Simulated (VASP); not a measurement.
# Rh (P6_3/mmc) in VASP: a series of runs

Rh is run at these levels: LDA; tasks: single point.

All numbers are computed with VASP 6.6.1; they aren't measurements. Logs are shortened: lines on timing, memory, paths and dates and some standing lists are left out, and cuts for length are marked.

**1. The cell of the first run**

It takes space group P6_3/mmc (No. 194, hexagonal). The conventional cell has a = 2.883 Å, b = 2.883 Å, c = 3.974 Å, α = 90.00°, β = 90.00°, γ = 120.00°. Rh (site symmetry -6m2) has 12 Rh at 2.59 to 2.88 Å within 3.4 Å.

This isn't the form of Rh at room conditions, which is fcc.

**2. Single point, LDA**

The input, INCAR:

```
SYSTEM = Rh
ALGO = Fast ; EDIFF = 1E-7
ENCUT = 520 ; GGA = CA
ISIF = 2 ; ISMEAR = 0
LASPH = .TRUE. ; LCHARG = .TRUE.
LELF = .TRUE. ; LREAL = .FALSE.
LVHAR = .TRUE. ; LWAVE = .FALSE.
NBANDS = 22 ; NELM = 80
PREC = Accurate ; SIGMA = 0.15
```

The input, KPOINTS:

```
k-points
0
G
  24 24 12
  0 0 0
```

The input, POSCAR:

```
Rh
1.0
    2.8830049769      0.0000000000      0.0000000000
   -1.4415024884      2.4967555492      0.0000000000
    0.0000000000      0.0000000000      3.9737589652
Rh
2
Direct
    0.6666666667      0.3333333333      0.7500000000
    0.3333333333      0.6666666667      0.2500000000
```

Potentials or basis: VASP PAW LDA potentials, release 64 (Rh_pv).

On the command line:

```bash
> cat potpaw_LDA.64/Rh_pv/POTCAR > POTCAR
> mpirun -np 1 vasp_std > vasp.out
```

OUTCAR:

```text
SYSTEM = Rh
   EDIFF = 1E-7
   ENCUT = 520
   GGA = CA
   ISIF = 2
   ISMEAR = 0
   LASPH = .TRUE.
   LREAL = .FALSE.
   NELM = 80
   PREC = Accurate

 ion  position               nearest neighbor table
   1  0.667  0.333  0.750-   2 2.59   2 2.59   2 2.59   2 2.59   2 2.59   2 2.59
   2  0.333  0.667  0.250-   1 2.59   1 2.59   1 2.59   1 2.59   1 2.59   1 2.59

  LATTYP: Found a hexagonal cell.
 ALAT       =     2.8830049769
 C/A-ratio  =     1.3783392665

  Lattice vectors:

 A1 = (   2.8830049769,   0.0000000000,   0.0000000000)
 A2 = (  -1.4415024884,   2.4967555492,   0.0000000000)
 A3 = (   0.0000000000,   0.0000000000,   3.9737589652)

Analysis of symmetry for initial positions (statically):
=====================================================================
 Subroutine PRICEL returns:
 Original cell was already a primitive cell.

 Routine SETGRP: Setting up the symmetry group for a
 hexagonal supercell.

 Subroutine GETGRP returns: Found 24 space group operations
 (whereof 12 operations were pure point group operations)
 out of a pool of 24 trial point group operations.

The static configuration has the point symmetry D_3d.
 The point group associated with its full space group is D_6h.

Analysis of symmetry for dynamics (positions and initial velocities):
=====================================================================
 Subroutine PRICEL returns:
 Original cell was already a primitive cell.

 Routine SETGRP: Setting up the symmetry group for a
 hexagonal supercell.

 Subroutine GETGRP returns: Found 24 space group operations
 (whereof 12 operations were pure point group operations)
 out of a pool of 24 trial point group operations.

The dynamic configuration has the point symmetry D_3d.
 The point group associated with its full space group is D_6h.

 Subroutine INISYM returns: Found 24 space group operations
 (whereof 12 operations are pure point group operations),
 and found     1 'primitive' translations

----------------------------------------------------------------------------------------

                                     Primitive cell

  volume of cell :      28.6037

  direct lattice vectors                    reciprocal lattice vectors
     2.883004977  0.000000000  0.000000000     0.346860310  0.200259893  0.000000000
    -1.441502488  2.496755549  0.000000000     0.000000000  0.400519787  0.000000000
     0.000000000  0.000000000  3.973758965     0.000000000  0.000000000  0.251650895

  length of vectors
     2.883004977  2.883004977  3.973758965     0.400519787  0.400519787  0.251650895

  position of ions in fractional coordinates (direct lattice)
     0.666666667  0.333333333  0.750000000
     0.333333333  0.666666667  0.250000000

  ion indices of the primitive-cell ions
   primitive index   ion index
                 1           1
                 2           2

----------------------------------------------------------------------------------------

 KPOINTS: k-points

Automatic generation of k-mesh.
 Grid dimensions read from file:
 generate k-points for:   24   24   12

 Generating k-lattice:

  Cartesian coordinates                     Fractional coordinates (reciprocal lattice)
     0.014452513  0.008344162  0.000000000     0.041666667  0.000000000  0.000000000
     0.000000000  0.016688324  0.000000000     0.000000000  0.041666667  0.000000000
     0.000000000  0.000000000  0.020970908     0.000000000  0.000000000  0.083333333

  Length of vectors
     0.016688324  0.016688324  0.020970908

  Shift w.r.t. Gamma in fractional coordinates (k-lattice)
     0.000000000  0.000000000  0.000000000

 Subroutine IBZKPT returns following result:
 ===========================================

 Found    427 irreducible k-points:

 Following reciprocal coordinates:
            Coordinates               Weight
  0.000000  0.000000  0.000000      1.000000
  0.041667  0.000000  0.000000      6.000000
  0.083333  0.000000  0.000000      6.000000
  0.125000  0.000000  0.000000      6.000000
  0.166667  0.000000  0.000000      6.000000
  0.208333  0.000000  0.000000      6.000000
[... 16 lines left out ...]
  0.416667  0.041667  0.000000     12.000000
  0.458333  0.041667  0.000000     12.000000
 [... further k-points ...]
   k-points           NKPTS =    427   k-points in BZ     NKDIM =    427   number of bands    NBANDS=     22
   number of dos      NEDOS =    301   number of ions     NIONS =      2
   total plane-waves  NPLWV =  17280
   dimension x,y,z NGX =    24 NGY =   24 NGZ =   30
   dimension x,y,z NGXF=    48 NGYF=   48 NGZF=   60
   ions per type =               2
   NGX,Y,Z   is equivalent  to a cutoff of  13.84, 13.84, 12.55 a.u.
   NGXF,Y,Z  is equivalent  to a cutoff of  27.68, 27.68, 25.10 a.u.
 SYSTEM =  Rh
   PREC   = accura    normal or accurate (medium, high low for compatibility)
   ISTART =      0    job   : 0-new  1-cont  2-samecut
   ICHARG =      2    charge: 1-file 2-atom 10-const
   ISPIN  =      1    spin polarized calculation?
   LNONCOLLINEAR =      F non collinear calculations
   LSORBIT =      F    spin-orbit coupling
   LASPH  =      T    aspherical Exc in radial PAW
   ENCUT  =  520.0 eV  38.22 Ry    6.18 a.u.   5.36  5.36  7.39*2*pi/ulx,y,z
   NELM   =     80;   NELMIN=  2; NELMDL= -5     # of ELM steps
   EDIFF  = 0.1E-06   stopping-criterion for ELM
   LREAL  =      F    real-space projection
   EDIFFG = 0.1E-05   stopping-criterion for IOM
   NSW    =      0    number of steps for IOM
   IBRION =     -1    ionic relax: 0-MD 1-quasi-New 2-CG
   NFREE  =      0    steps in history (QN), initial steepest desc. (CG)
   ISIF   =      2    stress and relaxation
   ISYM   =      2    0-nonsym 1-usesym 2-fastsym
   POTIM  = 0.5000    time-step for ionic-motion
   TEBEG  =    0.0;   TEEND  =   0.0 temperature during run
   PSTRESS=    0.0 pullay stress
   NELECT =      30.0000    total number of electrons
   NUPDOWN=      -1.0000    fix difference up-down
   EMIN   =  10.00;   EMAX   =-10.00  energy-range for DOS
   EFERMI =   0.00;   METHOD = LEGACY
   ISMEAR =     0;   SIGMA  =   0.15  broadening in eV -4-tet -1-fermi 0-gaus
   EFERMI_NEDOS =   21; number of points for ismear=-14 and -15
   IALGO  =     68    algorithm
   IMIX   =      4    mixing-type and parameters
     AMIX     =   0.40;   BMIX     =  1.00
     AMIX_MAG =   1.60;   BMIX_MAG =  1.00
  volume/ion in A,a.u.               =      14.30        96.51
  Fermi-wavevector in a.u.,A,eV,Ry     =   1.663314  3.143208 37.642066  2.766614
  Thomas-Fermi vector in A             =   2.750053
   LORBIT       =      0    0 simple, 1 ext, 2 COOP (PROOUT), +10 PAW based schemes
   GGA     = CA    functional components
   LHFCALC =     F    Hartree Fock is set to
   AEXX    =    0.0000 exact exchange contribution
   IVDW    =     0    specifies the selected vdW correction
   LEPSILON=     F    determine dielectric tensor
   LRPA    =     F    only Hartree local field effects (RPA)
 non-spin polarized calculation
 RMM-DIIS sequential band-by-band and
 Gauss-broadening in eV      SIGMA  =   0.15
  energy-cutoff  :      520.00
  volume of cell :       28.60
 maximum number of plane-waves:       806
 NGX is ok and might be reduce to    24

 number of electron      30.0000000 magnetization

 Free energy of the ion-electron system (eV)
  ---------------------------------------------------
  ext. energy  EPLUGINS =         0.00000000
  ---------------------------------------------------
  free energy    TOTEN  =       -16.89800293 eV

  energy without entropy =      -16.85206632  energy(sigma->0) =      -16.87503462

 E-fermi :  11.0856     XC(G=0): -14.0746

 val. band max:       11.0844733943   @ k =   0.3333   0.2500   0.2500
 cond. band min:      11.0885672637   @ k =   0.3333   0.2917   0.2500
 fundamental gap:      0.0040938695
 Fermi energy:        11.0855923566

 k-point     1 :       0.0000    0.0000    0.0000
  band No.  band energies     occupation
      1     -35.9612      2.00000
      2     -35.2629      2.00000
      3     -35.2629      2.00000
      4     -35.0504      2.00000
      5     -35.0501      2.00000
      6     -35.0501      2.00000
[... 14 lines left out ...]
     21      30.0886      0.00000
     22      31.2484      0.00000

 k-point     2 :       0.0417    0.0000    0.0000
  band No.  band energies     occupation
      1     -35.9573      2.00000
      2     -35.2673      2.00000
      3     -35.2652      2.00000
      4     -35.0554      2.00000
      5     -35.0534      2.00000
      6     -35.0501      2.00000
[... 14 lines left out ...]
     21      29.9264      0.00000
     22      30.7201      0.00000

 k-point     3 :       0.0833    0.0000    0.0000
  band No.  band energies     occupation
      1     -35.9456      2.00000
      2     -35.2803      2.00000
      3     -35.2720      2.00000
      4     -35.0707      2.00000
      5     -35.0624      2.00000
      6     -35.0502      2.00000
[... 14 lines left out ...]
     21      29.1954      0.00000
     22      29.8259      0.00000

 k-point     4 :       0.1250    0.0000    0.0000
  band No.  band energies     occupation
      1     -35.9264      2.00000
      2     -35.3010      2.00000
      3     -35.2824      2.00000
      4     -35.0950      2.00000
      5     -35.0771      2.00000
      6     -35.0506      2.00000
[... 14 lines left out ...]
     21      28.4118      0.00000
     22      28.7979      0.00000

 k-point     5 :       0.1667    0.0000    0.0000
  band No.  band energies     occupation
      1     -35.9003      2.00000
      2     -35.3281      2.00000
      3     -35.2958      2.00000
      4     -35.1263      2.00000
      5     -35.0974      2.00000
      6     -35.0515      2.00000
[... 417 lines left out ...]
 k-point    22 :       0.3750    0.0417    0.0000
  band No.  band energies     occupation
      1     -35.6823      2.00000
      2     -35.5016      2.00000
      3     -35.3762      2.00000
      4     -35.3099      2.00000
      5     -35.2791      2.00000
      6     -35.0653      2.00000
[... 14 lines left out ...]
     21      22.5542      0.00000
     22      26.7054      0.00000

 k-point    23 :       0.4167    0.0417    0.0000
  band No.  band energies     occupation
      1     -35.6482      2.00000
      2     -35.5197      2.00000
      3     -35.3821      2.00000
      4     -35.3287      2.00000
      5     -35.3095      2.00000
      6     -35.0669      2.00000
[... 14 lines left out ...]
     21      22.5794      0.00000
     22      26.3269      0.00000

 k-point    24 :       0.4583    0.0417    0.0000
  band No.  band energies     occupation
      1     -35.6279      2.00000
      2     -35.5290      2.00000
      3     -35.3847      2.00000
      4     -35.3387      2.00000
      5     -35.3279      2.00000
      6     -35.0678      2.00000
[... 14 lines left out ...]
     21      23.0667      0.00000
     22      26.0366      0.00000

 [... further k-points ...]

------------------------ aborting loop because EDIFF is reached ----------------------------------------

  FORCE on cell =-STRESS in cart. coord.  units (eV):
  Direction    XX          YY          ZZ          XY          YZ          ZX
  --------------------------------------------------------------------------------------
  -------------------------------------------------------------------------------------
  Total       -3.8175441     -3.8175441      1.2947494     -0.0000000      0.0000000     -0.0000000
  in kB     -213.8315140   -213.8315140     72.5225977     -0.0000000      0.0000000     -0.0000000
  external PRESSURE =    -118.3801434 kB  Pullay stress =       0.0000000 kB

 VOLUME and BASIS-vectors are now :
 -----------------------------------------------------------------------------
  energy-cutoff  :      520.00
  volume of cell :       28.60
      direct lattice vectors                 reciprocal lattice vectors
     2.883004977  0.000000000  0.000000000     0.346860310  0.200259893  0.000000000
    -1.441502488  2.496755549  0.000000000     0.000000000  0.400519787  0.000000000
     0.000000000  0.000000000  3.973758965     0.000000000  0.000000000  0.251650895

 POSITION                                       TOTAL-FORCE (eV/Angst)
 -----------------------------------------------------------------------------------
      1.44150      0.83225      2.98032        -0.000000      0.000000      0.000000
     -0.00000      1.66450      0.99344         0.000000     -0.000000      0.000000
 -----------------------------------------------------------------------------------
    total drift:                               -0.000000      0.000000     -0.000000

  FREE ENERGIE OF THE ION-ELECTRON SYSTEM (eV)
  ---------------------------------------------------
  free  energy   TOTEN  =       -16.8980029297 eV

  energy  without entropy=      -16.8520663175  energy(sigma->0) =      -16.87503462
```

Run time: 1.8 min. Hardware: 1 thread of AMD EPYC 9R45 (Zen 5), shared host; peak memory 0.27 GiB.

What came out:

```yaml
Free_energy: -16.8980 eV
Pressure: -11.8 GPa
Band_gap_on_the_k_mesh: zero (bands 15 and 16 overlap by 1.53 eV)
```

Levels at points of the mesh, in eV from the Fermi level:
```tsv
k point	band 11	band 12	band 13	band 14	band 15	band 16	band 17	band 18	band 19	band 20
(0.00, 0.00, 0.00)	-2.81	-2.81	-2.17	-2.17	-1.72	0.17	0.17	2.58	10.58	15.02
(0.50, 0.00, 0.00)	-2.50	-1.87	-1.34	-0.35	0.30	1.13	2.41	4.22	10.82	10.91
(0.00, 0.00, 0.50)	-3.54	-3.54	-2.33	-2.33	-0.16	-0.16	-0.16	-0.16	14.70	14.70
(0.50, 0.00, 0.50)	-2.12	-2.12	-0.42	-0.42	0.11	0.11	2.42	2.42	8.71	8.71
```

Caveat: the stress differs along the axes, from -21 to 7 GPa.

**3. Single point, LDA**

This run uses another cell than the first one, of the same volume but with other edges.

The input, INCAR:

```
ALGO = Fast
EDIFF = 1E-7
ENCUT = 520
GGA = CA
ISIF = 2
ISMEAR = 0
LASPH = T
LCHARG = F
LREAL = F
LWAVE = F
NBANDS = 22
NELM = 60
PREC = Accurate
SIGMA = 0.15
```

The input, KPOINTS:

```
k-points
0
Gamma
  24 24 12
```

The input, POSCAR:

```
Rh
1.0
    2.5699496729      0.0000000000      0.0000000000
   -1.2849748364      2.2256417031      0.0000000000
    0.0000000000      0.0000000000      5.0008412430
Rh
2
Direct
    0.6666666667      0.3333333333      0.7500000000
    0.3333333333      0.6666666667      0.2500000000
```

Potentials or basis: VASP PAW LDA potentials, release 64 (Rh_pv).

On the command line:

```bash
> cat potpaw_LDA.64/Rh_pv/POTCAR > POTCAR
> mpirun -np 1 vasp_std > vasp.out
```

Run time: 1.7 min. Hardware: 1 thread of AMD EPYC 9R45 (Zen 5), shared host; peak memory 0.27 GiB.

It converged, with:

```yaml
Free_energy: -16.6809 eV
Pressure: -8.5 GPa
Band_gap_on_the_k_mesh: zero (bands 15 and 16 overlap by 2.52 eV)
```

Stress tensor (GPa, compression positive):
```
  7.00   0.00   0.00
  0.00   7.00   0.00
  0.00   0.00 -39.64
```

Levels at points of the mesh, in eV from the Fermi level:
```tsv
k point	band 11	band 12	band 13	band 14	band 15	band 16	band 17	band 18	band 19	band 20
(0.00, 0.00, 0.00)	-2.85	-2.63	-2.63	-0.63	-0.52	-0.52	0.43	0.43	5.69	15.09
(0.50, 0.00, 0.00)	-2.29	-1.82	-1.28	0.26	1.39	1.47	3.36	5.42	9.24	10.28
(0.00, 0.00, 0.50)	-2.79	-2.79	-2.79	-2.79	0.02	0.02	0.02	0.02	11.29	11.29
(0.50, 0.00, 0.50)	-0.89	-0.89	-0.21	-0.21	1.43	1.43	2.91	2.91	9.69	9.69
```

Caveat: the stress differs along the axes, from -40 to 7 GPa.
